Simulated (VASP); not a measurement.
**CsH: relaxation of cell and atoms with r2SCAN**

Crystal: CsH.

```
Cs H
1.0
     3.18800    3.18800    0.00000
    -3.18800    3.18800    0.00000
     0.00000    3.18800    3.18800
Cs H
1 1
Direct
  0.00000 0.00000 0.00000
  0.50000 0.50000 0.00000
```

| Item | Value |
| --- | --- |
| Program | VASP 6.6.1 |
| Task | relaxation of cell and atoms |
| Functional | r2SCAN |
| Potentials or basis | VASP PAW PBE potentials, release 64 (Cs_sv, H) |
| Cutoff | 600 eV |
| k mesh | 6 × 6 × 6 |
| Occupations | gaussian, width 0.01 eV |
| Spin | no spin polarisation |
| Target pressure | 10 GPa |
| Dipole correction | no |
| Further INCAR settings | ALGO = Normal; EDIFF = 1e-06; IBRION = 2; EDIFFG = -0.002; NSW = 100; ISIF = 3 |

```
Relaxed volume                                             : 20.99 Å³/atom
Relaxed cell                                               : a = 3.901 Å, b = 3.901 Å, c = 3.901 Å, α = 60.00°, β = 60.00°, γ = 90.00°
Space group after relaxing (to 0.1 Å)                      : Fm-3m (No. 225)
Energy change on relaxing (the run minimises the enthalpy) : +253.0 meV/atom
Ionic steps                                                : 17
Pressure after relaxing                                    : 10.0 GPa
Band gap on the k mesh                                     : 1.84 eV
```

Step by step:
```
step  energy change (eV)  largest force (eV/Å)  pressure (GPa)  volume (Å³)
   1              0.0000                0.0000            0.07        64.80
   2              0.2344                0.0000            5.54        47.73
   3              0.4458                0.0000            9.03        42.99
   4              0.5116                0.0000           10.09        41.89
   5              0.4873                0.0000            9.69        42.28
   6              0.4876                0.0000            9.67        42.27
   7              0.4886                0.0000            9.71        42.26
   8              0.4886                0.0000            9.71        42.26
   9              0.4886                0.0000            9.71        42.26
  10              0.4887                0.0000            9.70        42.26
  11              0.4888                0.0000            9.70        42.25
  12              0.4891                0.0000            9.69        42.25
  13              0.4896                0.0000            9.73        42.24
  14              0.4907                0.0000            9.74        42.22
  15              0.4929                0.0000            9.78        42.19
  16              0.4972                0.0000            9.84        42.12
  17              0.5060                0.0000           10.01        41.98
```

Final structure:
```
Cs H
1.0
     2.75840    2.75840    0.00000
    -2.75840    2.75840    0.00000
     0.00000    2.75840    2.75840
Cs H
1 1
Direct
  0.00000 0.00000 0.00000
  0.50000 0.50000 0.00000
```

Levels at points of the mesh, in eV from the valence-band top:
```csv
k point,band 1,band 2,band 3,band 4,band 5,band 6,band 7,band 8,band 9
"(0.00, 0.00, 0.00)",-22.91,-8.11,-8.11,-8.11,-2.61,5.30,5.30,5.30,8.04
"(0.50, 0.00, 0.00)",-22.50,-10.69,-8.38,-8.38,0.00,1.84,4.67,4.67,9.39
"(0.50, 0.50, 0.00)",-22.37,-10.25,-8.94,-8.94,-2.93,2.11,8.47,10.54,10.78
```

It took 4.7 min on 1 thread of AMD EPYC 9R45 96-Core Processor (Zen 5), on a shared host, peak memory 0.2 GiB.

Caveat: the cell is relaxed towards a set pressure, so the run minimises the enthalpy, not the energy; the volume moved by over 15 % at a fixed basis, so the end points are rough; the PAW data sets were made with another functional, which shifts forces and pressure a little; spin-orbit coupling is left out, which moves the levels of the heavy elements. A k mesh can miss the band edges.
